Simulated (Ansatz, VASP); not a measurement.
Ca in VASP and in Ansatz

INCAR

```
SYSTEM = Ca
  ALGO = Normal
  EDIFF = 1E-6
  ENCUT = 500
  GGA = CA
  GGA_COMPAT = .False.
  ISIF = 2
  ISMEAR = -1
  LASPH = .True.
  LCHARG = .False.
  LREAL = .False.
  LWAVE = .False.
  NBANDS = 11
  NELM = 120
  PREC = Accurate
  SIGMA = 0.05
```

File KPOINTS:

```
k-points
0
Gamma
  11 11 11
  0 0 0
```

Contents of POSCAR:

```
Ca
1.0
    0.0000000000      2.7942000000      2.7942000000
    2.7942000000      0.0000000000      2.7942000000
    2.7942000000      2.7942000000      0.0000000000
Ca
1
Direct
    0.0000000000      0.0000000000      0.0000000000
```

Input for Ansatz:

```yaml
crystal:
  lattice:
    - [0.0, 2.7942, 2.7942]
    - [2.7942, 0.0, 2.7942]
    - [2.7942, 2.7942, 0.0]
  atoms:
    - { symbol: Ca, position: [0.0, 0.0, 0.0] }
kpoints:
  mp_grid: { grid: [11, 11, 11] }
  band_path:
    path:
      - [0.0, 0.0, 0.0]
      - [0.5, 0.0, 0.5]
      - [0.625, 0.25, 0.625]
      - [0.375, 0.375, 0.75]
      - [0.0, 0.0, 0.0]
      - [0.5, 0.5, 0.5]
      - [0.5, 0.25, 0.75]
      - [0.5, 0.0, 0.5]
    npoints: 5
scf:
  occupations: { method: fermi_dirac, width: 0.05 }
hamiltonian:
  xc: lda
  pseudopotentials: { kind: all_electron, lapw: { basis_error: 0.001 } }
output:
  forces: true
  stress: true
  eigenvalues: true
```

Alike in both runs: task single point; functional LDA; k mesh 11 × 11 × 11; occupations fermi-dirac, width 0.05 eV; no spin polarisation.

```csv
,VASP,Ansatz
version,VASP 6.6.1,Ansatz 0.2.0
potentials or method,"VASP PAW LDA potentials, release 64 (Ca_sv), cutoff 500 eV","all-electron LAPW, scalar-relativistic"
```

```tsv
	VASP	Ansatz	Ansatz less VASP
pressure (GPa)	-2.1	-2.1	+0.02
```

LDA's correlation is that of Perdew and Zunger in VASP and of Perdew and Wang (1992) in Ansatz. Ansatz ran all-electron here, and VASP with PAW potentials.
